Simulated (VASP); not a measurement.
# PbSe (Imm2) in VASP: single point with PBE

Aim: the single point of PbSe with PBE.

Program: VASP 6.6.1. These are calculated values, not measurements. Logs are shortened: lines on timing, memory, paths and dates and some standing lists are left out, and cuts for length are marked.

**1. The cell of the first run**

The typed cell holds 2 atoms: a = 4.397 Å, b = 4.397 Å, c = 4.397 Å, α = 120.01°, β = 90.00°, γ = 119.99°.

**2. Single point, PBE**

Input file POSCAR:

```
PbSe
1.0
   -2.1981705556      3.1089500701      2.1986589638
    2.1981705556     -3.1089500701      2.1986589638
    2.1981705556      3.1089500701     -2.1986589638
Pb Se
1 1
Direct
    0.5020710672      0.0020710672      0.5000000000
    1.0011407801      1.0011407801      0.0000000000
```

Input file INCAR.step1:

```
PREC = Accurate ; ENCUT = 520
EDIFF = 1E-6 ; ISMEAR = 0
SIGMA = 0.02 ; LREAL = False
LASPH = True ; NELM = 80
ALGO = Normal ; ISIF = 2
LWAVE = False ; LCHARG = True
GGA = PE ; NBANDS = 17
```

Input file KPOINTS.step1:

```
regular mesh
0
Gamma
  12 12 12
```

Input file INCAR.step2:

```
PREC = Accurate ; ENCUT = 520
EDIFF = 1E-6 ; ISMEAR = -5
SIGMA = 0.02 ; LREAL = False
LASPH = True ; NELM = 80
ALGO = Normal ; ISIF = 2
LWAVE = False ; LCHARG = False
GGA = PE ; LORBIT = 11
NEDOS = 1001 ; ICHARG = 11
```

Input file KPOINTS.step2:

```
regular mesh
0
Gamma
  18 18 18
```

Potentials or basis: VASP PAW PBE potentials, release 64 (Pb_d, Se).

Run with:

```sh
$ cat potpaw_PBE.64/Pb_d/POTCAR potpaw_PBE.64/Se/POTCAR > POTCAR
$ cp INCAR.step1 INCAR
$ cp KPOINTS.step1 KPOINTS
$ mpirun -np 1 vasp_std > vasp.out
$ cp INCAR.step2 INCAR
$ cp KPOINTS.step2 KPOINTS
$ mpirun -np 1 vasp_std > vasp.out
```

OUTCAR:

```text
PREC = Accurate
   ENCUT = 520
   EDIFF = 1E-6
   ISMEAR = -5
   LREAL = False
   LASPH = True
   NELM = 80
   ISIF = 2
   GGA = PE
   LORBIT = 11
   ICHARG = 11

 ion  position               nearest neighbor table
   1  0.502  0.002  0.500-   2 3.11   2 3.11   2 3.11   2 3.11   2 3.11   2 3.11
   2  0.001  0.001  0.000-   1 3.11   1 3.11   1 3.11   1 3.11   1 3.11   1 3.11

  LATTYP: Found a body centered orthorhombic cell.
 ALAT       =     4.3963411112
 B/A-ratio  =     1.0002221885
 C/A-ratio  =     1.4143352354

  Lattice vectors:

 A1 = (   2.1981705556,  -3.1089500701,  -2.1986589638)
 A2 = (  -2.1981705556,  -3.1089500701,   2.1986589638)
 A3 = (  -2.1981705556,   3.1089500701,  -2.1986589638)

Analysis of symmetry for initial positions (statically):
=====================================================================
 Subroutine PRICEL returns:
 Original cell was already a primitive cell.

 Routine SETGRP: Setting up the symmetry group for a
 body centered orthorhombic supercell.

 Subroutine GETGRP returns: Found  4 space group operations
 (whereof  4 operations were pure point group operations)
 out of a pool of  8 trial point group operations.

The static configuration has the point symmetry C_2v.

Analysis of symmetry for dynamics (positions and initial velocities):
=====================================================================
 Subroutine PRICEL returns:
 Original cell was already a primitive cell.

 Routine SETGRP: Setting up the symmetry group for a
 body centered orthorhombic supercell.

 Subroutine GETGRP returns: Found  4 space group operations
 (whereof  4 operations were pure point group operations)
 out of a pool of  8 trial point group operations.

The dynamic configuration has the point symmetry C_2v.

 Subroutine INISYM returns: Found  4 space group operations
 (whereof  4 operations are pure point group operations),
 and found     1 'primitive' translations

----------------------------------------------------------------------------------------

                                     Primitive cell

  volume of cell :      60.1026

  direct lattice vectors                    reciprocal lattice vectors
    -2.198170556  3.108950070  2.198658964     0.000000000  0.160825999  0.227411349
     2.198170556 -3.108950070  2.198658964     0.227461877  0.000000000  0.227411349
     2.198170556  3.108950070 -2.198658964     0.227461877  0.160825999  0.000000000

  length of vectors
     4.396774451  4.396774451  4.396774451     0.278533523  0.321643944  0.278574779

  position of ions in fractional coordinates (direct lattice)
     0.502071067  0.002071067  0.500000000
     0.001140780  0.001140780  0.000000000

  ion indices of the primitive-cell ions
   primitive index   ion index
                 1           1
                 2           2

----------------------------------------------------------------------------------------

 KPOINTS: regular mesh

Automatic generation of k-mesh.
 Grid dimensions read from file:
 generate k-points for:   18   18   18

 Generating k-lattice:

  Cartesian coordinates                     Fractional coordinates (reciprocal lattice)
     0.000000000  0.008934778  0.012633964     0.055555556  0.000000000  0.000000000
     0.012636771  0.000000000  0.012633964    -0.000000000  0.055555556  0.000000000
     0.012636771  0.008934778  0.000000000    -0.000000000  0.000000000  0.055555556

  Length of vectors
     0.015474085  0.017869108  0.015476377

  Shift w.r.t. Gamma in fractional coordinates (k-lattice)
     0.000000000  0.000000000  0.000000000

 TETIRR: Found  14670 inequivalent tetrahedra from    34992

 Subroutine IBZKPT returns following result:
 ===========================================

 Found    865 irreducible k-points:

 Following reciprocal coordinates:
            Coordinates               Weight
  0.000000  0.000000  0.000000      1.000000
  0.055556  0.000000 -0.000000      4.000000
  0.111111  0.000000 -0.000000      4.000000
  0.166667  0.000000 -0.000000      4.000000
  0.222222  0.000000 -0.000000      4.000000
  0.277778 -0.000000  0.000000      4.000000
[... 16 lines left out ...]
 -0.333333  0.055556 -0.000000      8.000000
 -0.277778  0.055556 -0.000000      8.000000
 [... further k-points ...]
   k-points           NKPTS =    865   k-points in BZ     NKDIM =    865   number of bands    NBANDS=     14
   number of dos      NEDOS =   1001   number of ions     NIONS =      2
   total plane-waves  NPLWV =  46656
   dimension x,y,z NGX =    36 NGY =   36 NGZ =   36
   dimension x,y,z NGXF=    72 NGYF=   72 NGZF=   72
   ions per type =               1   1
   NGX,Y,Z   is equivalent  to a cutoff of  13.61, 13.61, 13.61 a.u.
   NGXF,Y,Z  is equivalent  to a cutoff of  27.22, 27.22, 27.22 a.u.
 SYSTEM =  unknown system
   PREC   = accura    normal or accurate (medium, high low for compatibility)
   ISTART =      0    job   : 0-new  1-cont  2-samecut
   ICHARG =     11    charge: 1-file 2-atom 10-const
   ISPIN  =      1    spin polarized calculation?
   LNONCOLLINEAR =      F non collinear calculations
   LSORBIT =      F    spin-orbit coupling
   LASPH  =      T    aspherical Exc in radial PAW
   ENCUT  =  520.0 eV  38.22 Ry    6.18 a.u.   8.18  8.18  8.18*2*pi/ulx,y,z
   NELM   =     80;   NELMIN=  2; NELMDL=  0     # of ELM steps
   EDIFF  = 0.1E-05   stopping-criterion for ELM
   LREAL  =      F    real-space projection
   EDIFFG = 0.1E-04   stopping-criterion for IOM
   NSW    =      0    number of steps for IOM
   IBRION =     -1    ionic relax: 0-MD 1-quasi-New 2-CG
   NFREE  =      0    steps in history (QN), initial steepest desc. (CG)
   ISIF   =      2    stress and relaxation
   ISYM   =      2    0-nonsym 1-usesym 2-fastsym
   POTIM  = 0.5000    time-step for ionic-motion
   TEBEG  =    0.0;   TEEND  =   0.0 temperature during run
   PSTRESS=    0.0 pullay stress
   NELECT =      20.0000    total number of electrons
   NUPDOWN=      -1.0000    fix difference up-down
   EMIN   =  10.00;   EMAX   =-10.00  energy-range for DOS
   EFERMI =   0.00;   METHOD = LEGACY
   ISMEAR =    -5;   SIGMA  =   0.02  broadening in eV -4-tet -1-fermi 0-gaus
   EFERMI_NEDOS =   21; number of points for ismear=-14 and -15
   IALGO  =     38    algorithm
   IMIX   =      4    mixing-type and parameters
     AMIX     =   0.40;   BMIX     =  1.00
     AMIX_MAG =   1.60;   BMIX_MAG =  1.00
  volume/ion in A,a.u.               =      30.05       202.80
  Fermi-wavevector in a.u.,A,eV,Ry     =   1.134455  2.143809 17.510528  1.286987
  Thomas-Fermi vector in A             =   2.271159
   LORBIT       =     11    0 simple, 1 ext, 2 COOP (PROOUT), +10 PAW based schemes
   GGA     = PE    functional components
   LHFCALC =     F    Hartree Fock is set to
   AEXX    =    0.0000 exact exchange contribution
   IVDW    =     0    specifies the selected vdW correction
   LEPSILON=     F    determine dielectric tensor
   LRPA    =     F    only Hartree local field effects (RPA)
 non-spin polarized calculation
 Fermi weights with tetrahedron method with Bloechl corrections
  energy-cutoff  :      520.00
  volume of cell :       60.10
 maximum number of plane-waves:      1639
 NGX is ok and might be reduce to    36

 number of electron      20.0000002 magnetization

 Free energy of the ion-electron system (eV)
  ---------------------------------------------------
  ext. energy  EPLUGINS =         0.00000000
  ---------------------------------------------------
  free energy    TOTEN  =        -8.19799919 eV

  energy without entropy =       -8.19799919  energy(sigma->0) =       -8.19799919

 E-fermi :   4.4716     XC(G=0):  -9.3145

 val. band max:        4.4668109272   @ k =   0.5000   0.0000  -0.0000
 cond. band min:       4.9039627516   @ k =   0.5000   0.5000  -0.0000
 fundamental gap:      0.4371518243
 Fermi energy:         4.4715705139

 k-point     1 :       0.0000    0.0000    0.0000
  band No.  band energies     occupation
      1     -12.2661      2.00000
      2     -12.2661      2.00000
      3     -12.2660      2.00000
      4     -12.2633      2.00000
      5     -12.2632      2.00000
      6      -8.7063      2.00000
      7      -1.8769      2.00000
      8       2.8311      2.00000
      9       2.8317      2.00000
     10       2.8327      2.00000
     11       9.1053      0.00000
     12       9.1056      0.00000
     13       9.1059      0.00000
     14      11.1157      0.00000

 k-point     2 :       0.0556    0.0000   -0.0000
  band No.  band energies     occupation
      1     -12.2659      2.00000
      2     -12.2656      2.00000
      3     -12.2656      2.00000
      4     -12.2634      2.00000
      5     -12.2634      2.00000
      6      -8.6845      2.00000
      7      -1.9469      2.00000
      8       2.8390      2.00000
      9       2.8402      2.00000
     10       2.8799      2.00000
     11       8.8468      0.00000
     12       8.9607      0.00000
     13       8.9612      0.00000
     14      11.0581      0.00000
[... 343 lines left out ...]
      1     -12.2769      2.00000
      2     -12.2760      2.00000
      3     -12.2636      2.00000
      4     -12.2499      2.00000
      5     -12.2464      2.00000
      6      -8.1475      2.00000
      7      -3.2676      2.00000
      8       2.6627      2.00000
      9       3.1897      2.00000
     10       3.8674      2.00000
     11       6.0307      0.00000
     12       6.8477      0.00000
     13       7.6224      0.00000
     14      11.3066      0.00000

 k-point    24 :      -0.2778    0.0556   -0.0000
  band No.  band energies     occupation
      1     -12.2737      2.00000
      2     -12.2725      2.00000
      3     -12.2643      2.00000
      4     -12.2546      2.00000
      5     -12.2506      2.00000
      6      -8.3109      2.00000
      7      -2.9175      2.00000
      8       2.6317      2.00000
      9       3.1283      2.00000
     10       3.6509      2.00000
     11       6.5551      0.00000
     12       7.2335      0.00000
     13       8.0268      0.00000
     14      11.0412      0.00000

 [... further k-points ...]

------------------------ aborting loop because EDIFF is reached ----------------------------------------

  FORCE on cell =-STRESS in cart. coord.  units (eV):
  Direction    XX          YY          ZZ          XY          YZ          ZX
  --------------------------------------------------------------------------------------
  -------------------------------------------------------------------------------------
  Total       -0.0041227     -0.0046080     -0.0068798      0.0000000      0.0000000      0.0000000
  in kB       -0.1099008     -0.1228371     -0.1833975      0.0000000      0.0000000      0.0000000
  external PRESSURE =      -0.1387118 kB  Pullay stress =       0.0000000 kB

 VOLUME and BASIS-vectors are now :
 -----------------------------------------------------------------------------
  energy-cutoff  :      520.00
  volume of cell :       60.10
      direct lattice vectors                 reciprocal lattice vectors
    -2.198170556  3.108950070  2.198658964     0.000000000  0.160825999  0.227411349
     2.198170556 -3.108950070  2.198658964     0.227461877  0.000000000  0.227411349
     2.198170556  3.108950070 -2.198658964     0.227461877  0.160825999  0.000000000

 POSITION                                       TOTAL-FORCE (eV/Angst)
 -----------------------------------------------------------------------------------
      0.00000      3.10895      0.00911         0.000000     -0.000000     -0.000900
      0.00000      0.00000      0.00502        -0.000000      0.000000      0.000900
 -----------------------------------------------------------------------------------
    total drift:                                0.000000      0.000000     -0.000044

  FREE ENERGIE OF THE ION-ELECTRON SYSTEM (eV)
  ---------------------------------------------------
  free  energy   TOTEN  =        -8.1979991933 eV

  energy  without entropy=       -8.1979991933  energy(sigma->0) =       -8.19799919

 total charge

# of ion       s       p       d       tot
------------------------------------------
    1        1.478   0.511   9.837  11.826
    2        1.465   2.322   0.014   3.801
--------------------------------------------------
tot          2.943   2.833   9.852  15.627
```

Run time: 12 min. Hardware: 1 thread of Oxide Virtual Turin-like, shared host; peak memory 0.83 GiB.

What came out:

```yaml
Valence_electrons_inside_the_program's_atomic_spheres: Pb 11.83; Se 3.80
```

Levels at points of the mesh, in eV from the valence-band top:
```
           k point  band 8  band 9  band 10  band 11  band 12  band 13
(0.00, 0.00, 0.00)   -1.64   -1.64    -1.63     4.64     4.64     4.64
(0.50, 0.00, 0.00)   -1.26   -1.26     0.00     0.44     1.83     1.83
(0.00, 0.50, 0.00)   -4.56   -2.91    -2.91     3.92     5.47     5.47
(0.50, 0.50, 0.00)   -1.26   -1.26     0.00     0.44     1.83     1.83
(0.50, 0.50, 0.50)   -4.56   -2.91    -2.91     3.92     5.47     5.47
```

Caveat: spin-orbit coupling is left out, which moves the levels of the heavy elements.
